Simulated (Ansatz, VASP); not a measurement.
**Fe: VASP beside Ansatz**

```xyz
2
Lattice="0.0000 2.4583 2.4583 2.4583 0.0000 2.4583 2.4583 2.4583 0.0000" Properties=species:S:1:pos:R:3 pbc="T T T"
Fe    0.6146    0.6146    0.6146
Fe    4.3021    4.3021    4.3021
```

Alike in both runs: functional RPBE; k mesh 11 × 11 × 11; occupations fermi-dirac, width 0.1 eV; no spin polarisation.

Ansatz relaxed the structure, and its values are those at the end. VASP's run is a single point on that final structure, the one shown.

|  | VASP | Ansatz |
| --- | --- | --- |
| version | VASP 6.6.1 | Ansatz 0.2.0 |
| potentials or method | VASP PAW PBE potentials, release 64 (Fe), cutoff 520 eV | plane waves (420 eV) with PAW, scalar-relativistic |
| valence electrons in the cell | 16 | 32 |

VASP gave:

- pressure (GPa): -1.2

Problem. What did Ansatz give for the same quantities?

Solution. Pressure (GPa): 0.0.

VASP's potentials were made for PBE, not for RPBE. The functional is the same, so the differences come from potentials, cutoffs and numerics. VASP's potentials hold 16 valence electrons a cell and Ansatz's 32, so a difference there can come from the potentials and not from the codes.
